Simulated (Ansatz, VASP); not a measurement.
# Si3Te in VASP and in Ansatz

The input INCAR:

```
PREC = Accurate ; ENCUT = 600
EDIFF = 1E-6 ; ISMEAR = 0
SIGMA = 0.1 ; LREAL = F
LASPH = T ; NELM = 60
ALGO = Normal ; ISIF = 3
LWAVE = F ; LCHARG = F
GGA = PE ; IBRION = 2
NSW = 100 ; EDIFFG = -0.01
```

KPOINTS

```
regular mesh
0
Gamma
  12 12 12
```

File POSCAR:

```
Si3Te
1.0
    4.2438362543      0.0000000000      0.0000000000
    0.0000000000      4.2438362543      0.0000000000
    0.0000000000      0.0000000000      4.2438362543
Si Te
3 1
Direct
    0.0000000000      0.5000000000      0.5000000000
    0.5000000000      0.0000000000      0.5000000000
    0.5000000000      0.5000000000      0.0000000000
    0.0000000000      0.0000000000      0.0000000000
```

Input for Ansatz:

```yaml
crystal:
  lattice:
    - [4.2438362543, 0.0, 0.0]
    - [0.0, 4.2438362543, 0.0]
    - [0.0, 0.0, 4.2438362543]
  atoms:
    - { symbol: Si, position: [0.0, 0.5, 0.5] }
    - { symbol: Si, position: [0.5, 0.0, 0.5] }
    - { symbol: Si, position: [0.5, 0.5, 0.0] }
    - { symbol: Te, position: [0.0, 0.0, 0.0] }
basis:
  ecutwfc: 420
kpoints:
  mp_grid: { grid: [12, 12, 12] }
hamiltonian:
  xc: pbe
scf:
  occupations: { method: gaussian, width: 0.1 }
output:
  forces: true
  stress: true
  eigenvalues: true
relax:
  adjacent_minimum: "off"
  f_tol: 0.01
  max_steps: 80
  cell: { stress_tol: 0.05 }
```

Change from the starting cell: species swapped into the Pr3Sn type (Pm-3m, No. 221).

Alike in both runs: task relaxation of cell and atoms; functional PBE; k mesh 12 × 12 × 12; occupations gaussian, width 0.1 eV; no spin polarisation.

|  | VASP | Ansatz |
| --- | --- | --- |
| version | VASP 6.6.1 | Ansatz 0.2.0 |
| potentials or method | VASP PAW PBE potentials, release 64 (Si, Te), cutoff 600 eV | scalar-relativistic, plane waves, PAW |
| valence electrons in the cell | 18 | 28 |

|  | VASP | Ansatz | Ansatz less VASP |
| --- | --- | --- | --- |
| gap on the k mesh at the Fermi level, each at its own relaxed structure (eV) | none | none | - |
| relaxed volume (Å³/atom) | 19.11 | 19.11 | 0.000 |
| relaxed cell length with the largest relative difference (Å) | 4.244 | 4.244 | 0.0000 |

A gap of «none» marks a metal or a gap that the smearing closes. VASP's potentials hold 18 valence electrons a cell and Ansatz's 28, so a difference there can come from the potentials and not from the codes.

Neither program's run includes spin-orbit coupling. Noted on VASP's run: the relaxation stopped at its first step, so nothing moved.
